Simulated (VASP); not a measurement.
# Ca (Fd-3m) in VASP: notebook

The runs below take Ca through single point, with LDA.

All numbers are computed with VASP 6.6.1; they aren't measurements. Logs are shortened: lines on timing, memory, paths and dates and some standing lists are left out, and cuts for length are marked.

## Step 1: The cell of the first run

Symmetry: Fd-3m, No. 227, cubic system. Conventional cell: a = 4.965 Å, b = 4.965 Å, c = 4.965 Å, α = 90.00°, β = 90.00°, γ = 90.00°. Ca (site symmetry -43m) has 4 Ca at 2.15 Å within 2.8 Å.

This isn't the form of Ca at room conditions, which is fcc.

## Step 2: Single point, LDA

INCAR

```
SYSTEM = Ca
PREC = Accurate
ENCUT = 520
EDIFF = 1E-6
ISMEAR = -1
SIGMA = 0.08
LREAL = .False.
LASPH = .True.
NELM = 60
ALGO = Normal
ISIF = 2
LWAVE = .False.
LCHARG = .True.
LELF = .True.
LVHAR = .True.
NBANDS = 17
```

KPOINTS

```
Automatic mesh
0
Gamma
  12 12 12
  0 0 0
```

POSCAR

```
Ca
1.0
    0.0000000000      2.4826114892      2.4826114892
    2.4826114892      0.0000000000      2.4826114892
    2.4826114892      2.4826114892      0.0000000000
Ca
2
Direct
   -0.1250000000     -0.1250000000     -0.1250000000
    0.1250000000      0.1250000000      0.1250000000
```

Potentials or basis: VASP PAW LDA potentials, release 64 (Ca_sv).

Launch:

```
> cat potpaw_LDA.64/Ca_sv/POTCAR > POTCAR
> mpirun -np 1 vasp_std > vasp.out
```

OUTCAR:

```text
SYSTEM = Ca
   PREC = Accurate
   ENCUT = 520
   EDIFF = 1E-6
   ISMEAR = -1
   LREAL = .False.
   LASPH = .True.
   NELM = 60
   ISIF = 2

 ion  position               nearest neighbor table
   1  0.875  0.875  0.875-   2 2.15   2 2.15   2 2.15   2 2.15
   2  0.125  0.125  0.125-   1 2.15   1 2.15   1 2.15   1 2.15

  LATTYP: Found a face centered cubic cell.
 ALAT       =     4.9652229784

  Lattice vectors:

 A1 = (   0.0000000000,   2.4826114892,   2.4826114892)
 A2 = (   2.4826114892,   0.0000000000,   2.4826114892)
 A3 = (   2.4826114892,   2.4826114892,   0.0000000000)

Analysis of symmetry for initial positions (statically):
=====================================================================
 Subroutine PRICEL returns:
 Original cell was already a primitive cell.

 Routine SETGRP: Setting up the symmetry group for a
 face centered cubic supercell.

 Subroutine GETGRP returns: Found 48 space group operations
 (whereof 12 operations were pure point group operations)
 out of a pool of 48 trial point group operations.

The static configuration has the point symmetry D_3d.
 The point group associated with its full space group is O_h .

Analysis of symmetry for dynamics (positions and initial velocities):
=====================================================================
 Subroutine PRICEL returns:
 Original cell was already a primitive cell.

 Routine SETGRP: Setting up the symmetry group for a
 face centered cubic supercell.

 Subroutine GETGRP returns: Found 48 space group operations
 (whereof 12 operations were pure point group operations)
 out of a pool of 48 trial point group operations.

The dynamic configuration has the point symmetry D_3d.
 The point group associated with its full space group is O_h .

 Subroutine INISYM returns: Found 48 space group operations
 (whereof 12 operations are pure point group operations),
 and found     1 'primitive' translations

----------------------------------------------------------------------------------------

                                     Primitive cell

  volume of cell :      30.6025

  direct lattice vectors                    reciprocal lattice vectors
     0.000000000  2.482611489  2.482611489    -0.201400824  0.201400824  0.201400824
     2.482611489  0.000000000  2.482611489     0.201400824 -0.201400824  0.201400824
     2.482611489  2.482611489  0.000000000     0.201400824  0.201400824 -0.201400824

  length of vectors
     3.510942838  3.510942838  3.510942838     0.348836460  0.348836460  0.348836460

  position of ions in fractional coordinates (direct lattice)
     0.875000000  0.875000000  0.875000000
     0.125000000  0.125000000  0.125000000

  ion indices of the primitive-cell ions
   primitive index   ion index
                 1           1
                 2           2

----------------------------------------------------------------------------------------

 KPOINTS: Automatic mesh

Automatic generation of k-mesh.
 Grid dimensions read from file:
 generate k-points for:   12   12   12

 Generating k-lattice:

  Cartesian coordinates                     Fractional coordinates (reciprocal lattice)
    -0.016783402  0.016783402  0.016783402     0.083333333  0.000000000  0.000000000
     0.016783402 -0.016783402  0.016783402     0.000000000  0.083333333  0.000000000
     0.016783402  0.016783402 -0.016783402     0.000000000  0.000000000  0.083333333

  Length of vectors
     0.029069705  0.029069705  0.029069705

  Shift w.r.t. Gamma in fractional coordinates (k-lattice)
     0.000000000  0.000000000  0.000000000

 Subroutine IBZKPT returns following result:
 ===========================================

 Found     72 irreducible k-points:

 Following reciprocal coordinates:
            Coordinates               Weight
  0.000000  0.000000  0.000000      1.000000
  0.083333  0.000000  0.000000      8.000000
  0.166667  0.000000  0.000000      8.000000
  0.250000  0.000000  0.000000      8.000000
  0.333333  0.000000  0.000000      8.000000
  0.416667  0.000000  0.000000      8.000000
[... 16 lines left out ...]
  0.500000  0.166667  0.000000     24.000000
 -0.416667  0.166667  0.000000     24.000000
 [... further k-points ...]
   k-points           NKPTS =     72   k-points in BZ     NKDIM =     72   number of bands    NBANDS=     17
   number of dos      NEDOS =    301   number of ions     NIONS =      2
   total plane-waves  NPLWV =  21952
   dimension x,y,z NGX =    28 NGY =   28 NGZ =   28
   dimension x,y,z NGXF=    56 NGYF=   56 NGZF=   56
   ions per type =               2
   NGX,Y,Z   is equivalent  to a cutoff of  13.26, 13.26, 13.26 a.u.
   NGXF,Y,Z  is equivalent  to a cutoff of  26.52, 26.52, 26.52 a.u.
 SYSTEM =  Ca
   PREC   = accura    normal or accurate (medium, high low for compatibility)
   ISTART =      0    job   : 0-new  1-cont  2-samecut
   ICHARG =      2    charge: 1-file 2-atom 10-const
   ISPIN  =      1    spin polarized calculation?
   LNONCOLLINEAR =      F non collinear calculations
   LSORBIT =      F    spin-orbit coupling
   LASPH  =      T    aspherical Exc in radial PAW
   ENCUT  =  520.0 eV  38.22 Ry    6.18 a.u.   6.53  6.53  6.53*2*pi/ulx,y,z
   NELM   =     60;   NELMIN=  2; NELMDL= -5     # of ELM steps
   EDIFF  = 0.1E-05   stopping-criterion for ELM
   LREAL  =      F    real-space projection
   EDIFFG = 0.1E-04   stopping-criterion for IOM
   NSW    =      0    number of steps for IOM
   IBRION =     -1    ionic relax: 0-MD 1-quasi-New 2-CG
   NFREE  =      0    steps in history (QN), initial steepest desc. (CG)
   ISIF   =      2    stress and relaxation
   ISYM   =      2    0-nonsym 1-usesym 2-fastsym
   POTIM  = 0.5000    time-step for ionic-motion
   TEBEG  =    0.0;   TEEND  =   0.0 temperature during run
   PSTRESS=    0.0 pullay stress
   NELECT =      20.0000    total number of electrons
   NUPDOWN=      -1.0000    fix difference up-down
   EMIN   =  10.00;   EMAX   =-10.00  energy-range for DOS
   EFERMI =   0.00;   METHOD = LEGACY
   ISMEAR =    -1;   SIGMA  =   0.08  broadening in eV -4-tet -1-fermi 0-gaus
   EFERMI_NEDOS =   21; number of points for ismear=-14 and -15
   IALGO  =     38    algorithm
   IMIX   =      4    mixing-type and parameters
     AMIX     =   0.40;   BMIX     =  1.00
     AMIX_MAG =   1.60;   BMIX_MAG =  1.00
  volume/ion in A,a.u.               =      15.30       103.26
  Fermi-wavevector in a.u.,A,eV,Ry     =   1.420690  2.684715 27.461466  2.018361
  Thomas-Fermi vector in A             =   2.541579
   LORBIT       =      0    0 simple, 1 ext, 2 COOP (PROOUT), +10 PAW based schemes
   GGA     = CA    functional components
   LHFCALC =     F    Hartree Fock is set to
   AEXX    =    0.0000 exact exchange contribution
   IVDW    =     0    specifies the selected vdW correction
   LEPSILON=     F    determine dielectric tensor
   LRPA    =     F    only Hartree local field effects (RPA)
 non-spin polarized calculation
  energy-cutoff  :      520.00
  volume of cell :       30.60
 maximum number of plane-waves:       869
 NGX is ok and might be reduce to    28
   NGX = 13   NGY = 13   NGZ = 13

 number of electron      19.9999997 magnetization

 Free energy of the ion-electron system (eV)
  ---------------------------------------------------
  ext. energy  EPLUGINS =         0.00000000
  ---------------------------------------------------
  free energy    TOTEN  =         1.60575783 eV

  energy without entropy =        1.62142422  energy(sigma->0) =        1.61359102

 E-fermi :   6.6756     XC(G=0): -11.8969

 val. band max:        6.6518032319   @ k =  -0.3333   0.1667   0.0000
 cond. band min:       6.6794769760   @ k =   0.1667   0.0000   0.0000
 fundamental gap:      0.0276737441
 Fermi energy:         6.6756067631

 k-point     1 :       0.0000    0.0000    0.0000
  band No.  band energies     occupation
      1     -35.4151      2.00000
      2     -31.3584      2.00000
      3     -16.5706      2.00000
      4     -16.5706      2.00000
      5     -16.5706      2.00000
      6     -13.4689      2.00000
[... 9 lines left out ...]
     16      13.1033      0.00000
     17      13.1033      0.00000

 k-point     2 :       0.0833    0.0000    0.0000
  band No.  band energies     occupation
      1     -35.3713      2.00000
      2     -31.4232      2.00000
      3     -16.6131      2.00000
      4     -16.6131      2.00000
      5     -16.5823      2.00000
      6     -13.4308      2.00000
[... 9 lines left out ...]
     16      13.0048      0.00000
     17      13.0048      0.00000

 k-point     3 :       0.1667    0.0000    0.0000
  band No.  band energies     occupation
      1     -35.2445      2.00000
      2     -31.6067      2.00000
      3     -16.7224      2.00000
      4     -16.7224      2.00000
      5     -16.6222      2.00000
      6     -13.3139      2.00000
[... 9 lines left out ...]
     16      12.8421      0.00000
     17      12.8421      0.00000

 k-point     4 :       0.2500    0.0000    0.0000
  band No.  band energies     occupation
      1     -35.0497      2.00000
      2     -31.8775      2.00000
      3     -16.8583      2.00000
      4     -16.8583      2.00000
      5     -16.6920      2.00000
      6     -13.1266      2.00000
[... 9 lines left out ...]
     16      13.0298      0.00000
     17      13.0298      0.00000

 k-point     5 :       0.3333    0.0000    0.0000
  band No.  band energies     occupation
      1     -34.8182      2.00000
      2     -32.1834      2.00000
      3     -16.9820      2.00000
      4     -16.9820      2.00000
      5     -16.7750      2.00000
      6     -12.9191      2.00000
[... 9 lines left out ...]
     16      13.6986      0.00000
     17      13.6986      0.00000

 k-point     6 :       0.4167    0.0000    0.0000
  band No.  band energies     occupation
      1     -34.6101      2.00000
      2     -32.4450      2.00000
      3     -17.0663      2.00000
      4     -17.0663      2.00000
      5     -16.8419      2.00000
      6     -12.8023      2.00000
[... 9 lines left out ...]
     16      14.4594      0.00000
     17      14.4594      0.00000

 k-point     7 :       0.5000    0.0000    0.0000
  band No.  band energies     occupation
      1     -34.5206      2.00000
      2     -32.5537      2.00000
      3     -17.0960      2.00000
      4     -17.0960      2.00000
      5     -16.8675      2.00000
      6     -12.7608      2.00000
[... 9 lines left out ...]
     16      14.8482      0.00000
     17      14.8482      0.00000

 k-point     8 :       0.0833    0.0833    0.0000
  band No.  band energies     occupation
      1     -35.3565      2.00000
      2     -31.4450      2.00000
      3     -16.6707      2.00000
      4     -16.6707      2.00000
      5     -16.4922      2.00000
      6     -13.5308      2.00000
[... 9 lines left out ...]
     16      12.9907      0.00000
     17      12.9907      0.00000
[... 203 lines left out ...]
      1     -35.1833      2.00000
      2     -31.6930      2.00000
      3     -16.9130      2.00000
      4     -16.9130      2.00000
      5     -16.2734      2.00000
      6     -13.7017      2.00000
[... 9 lines left out ...]
     16      12.8436      0.00000
     17      12.8436      0.00000

 k-point    20 :       0.2500    0.1667    0.0000
  band No.  band energies     occupation
      1     -35.0321      2.00000
      2     -31.9009      2.00000
      3     -17.0735      2.00000
      4     -17.0522      2.00000
      5     -16.1603      2.00000
      6     -13.7530      2.00000
[... 9 lines left out ...]
     16      12.6106      0.00000
     17      12.9757      0.00000

 k-point    21 :       0.3333    0.1667    0.0000
  band No.  band energies     occupation
      1     -34.8208      2.00000
      2     -32.1792      2.00000
      3     -17.2673      2.00000
      4     -17.1696      2.00000
      5     -16.0916      2.00000
      6     -13.7038      2.00000
[... 9 lines left out ...]
     16      12.3401      0.00000
     17      13.5288      0.00000

 k-point    22 :       0.4167    0.1667    0.0000
  band No.  band energies     occupation
      1     -34.5858      2.00000
      2     -32.4732      2.00000
      3     -17.4540      2.00000
      4     -17.2402      2.00000
      5     -16.0653      2.00000
      6     -13.5897      2.00000
[... 9 lines left out ...]
     16      12.9580      0.00000
     17      14.1800      0.00000

 k-point    23 :       0.5000    0.1667    0.0000
  band No.  band energies     occupation
      1     -34.4007      2.00000
      2     -32.6946      2.00000
      3     -17.5882      2.00000
      4     -17.2515      2.00000
      5     -16.0745      2.00000
      6     -13.4648      2.00000
[... 9 lines left out ...]
     16      13.6061      0.00000
     17      14.1481      0.00000

 k-point    24 :      -0.4167    0.1667    0.0000
  band No.  band energies     occupation
      1     -34.3734      2.00000
      2     -32.7265      2.00000
      3     -17.6389      2.00000
      4     -17.2021      2.00000
      5     -16.1090      2.00000
      6     -13.3802      2.00000
[... 9 lines left out ...]
     16      13.6670      0.00000
     17      14.0474      0.00000

 [... further k-points ...]

------------------------ aborting loop because EDIFF is reached ----------------------------------------

  FORCE on cell =-STRESS in cart. coord.  units (eV):
  Direction    XX          YY          ZZ          XY          YZ          ZX
  --------------------------------------------------------------------------------------
  -------------------------------------------------------------------------------------
  Total       11.3730564     11.3730564     11.3730564      0.0000000     -0.0000000      0.0000000
  in kB      595.4310781    595.4310781    595.4310781      0.0000000     -0.0000000      0.0000000
  external PRESSURE =     595.4310781 kB  Pullay stress =       0.0000000 kB

 VOLUME and BASIS-vectors are now :
 -----------------------------------------------------------------------------
  energy-cutoff  :      520.00
  volume of cell :       30.60
      direct lattice vectors                 reciprocal lattice vectors
     0.000000000  2.482611489  2.482611489    -0.201400824  0.201400824  0.201400824
     2.482611489  0.000000000  2.482611489     0.201400824 -0.201400824  0.201400824
     2.482611489  2.482611489  0.000000000     0.201400824  0.201400824 -0.201400824

 POSITION                                       TOTAL-FORCE (eV/Angst)
 -----------------------------------------------------------------------------------
      4.34457      4.34457      4.34457         0.000000      0.000000      0.000000
      0.62065      0.62065      0.62065        -0.000000     -0.000000     -0.000000
 -----------------------------------------------------------------------------------
    total drift:                                0.000000     -0.000000     -0.000000

  FREE ENERGIE OF THE ION-ELECTRON SYSTEM (eV)
  ---------------------------------------------------
  free  energy   TOTEN  =         1.6057578258 eV

  energy  without entropy=        1.6214242215  energy(sigma->0) =        1.61359102
```

Run time: 64 s. Hardware: 1 thread of Intel Xeon 8259CL, shared host; peak memory 0.16 GiB.

What came out:

* Free energy: 1.6058 eV
* Pressure: 59.5 GPa
* Band gap on the k mesh: zero (bands 10 and 11 overlap by 0.57 eV)

Levels at points of the mesh, in eV from the Fermi level:
```csv
k point,band 6,band 7,band 8,band 9,band 10,band 11,band 12,band 13,band 14,band 15
"(0.00, 0.00, 0.00)",-20.14,-20.14,-20.14,-3.20,0.31,0.31,2.88,2.88,2.88,6.43
"(0.50, 0.00, 0.00)",-19.44,-19.44,-19.35,-0.83,0.48,0.48,1.22,2.19,2.19,5.62
"(0.50, 0.50, 0.00)",-21.54,-18.64,-18.64,-1.89,-1.89,2.27,2.27,4.63,4.63,6.43
```

Caveat: the cell stands under pressure.

## Step 3: Single point, LDA

INCAR

```
ALGO     = Normal         # electronic algorithm
EDIFF    = 1E-6           # SCF threshold, eV
ENCUT    = 520            # plane-wave cutoff, eV
ISIF     = 2              # what is computed and relaxed
ISMEAR   = -1             # smearing method
LASPH    = T              # aspherical terms in the spheres
LCHARG   = F              # write CHGCAR
LREAL    = F              # projectors in reciprocal space
LWAVE    = F              # write WAVECAR
NBANDS   = 17             # bands
NELM     = 100            # most SCF steps
PREC     = Accurate       # precision mode
SIGMA    = 0.08           # smearing width, eV
```

KPOINTS

```
k-points
0
Gamma
  12 12 12
```

POSCAR

```
Ca
1.0
    0.0000000000      2.4834049322      2.4834049322
    2.4834049322      0.0000000000      2.4834049322
    2.4834049322      2.4834049322      0.0000000000
Ca
2
Direct
   -0.1250000000     -0.1250000000     -0.1250000000
    0.1250000000      0.1250000000      0.1250000000
```

Potentials or basis: VASP PAW LDA potentials, release 64 (Ca_sv).

Launch:

```
> cat potpaw_LDA.64/Ca_sv/POTCAR > POTCAR
> mpirun -np 1 vasp_std > vasp.out
```

It took 58 s on 1 thread of Intel Xeon 8259CL, shared host; peak memory 0.16 GiB.

Results (log left out):

```
Free energy            : 1.5948 eV
Pressure               : 59.3 GPa
Band gap on the k mesh : zero (bands 10 and 11 overlap by 0.57 eV)
```

Levels at points of the mesh, in eV from the Fermi level:
```tsv
k point	band 6	band 7	band 8	band 9	band 10	band 11	band 12	band 13	band 14	band 15
(0.00, 0.00, 0.00)	-20.15	-20.15	-20.15	-3.20	0.31	0.31	2.88	2.88	2.88	6.42
(0.50, 0.00, 0.00)	-19.44	-19.44	-19.35	-0.83	0.48	0.48	1.21	2.19	2.19	5.61
(0.50, 0.50, 0.00)	-21.55	-18.65	-18.65	-1.89	-1.89	2.26	2.26	4.63	4.63	6.42
```

Caveat: the cell stands under pressure.

The gap in the log of VASP goes by the Fermi energy; the results here count the filled bands.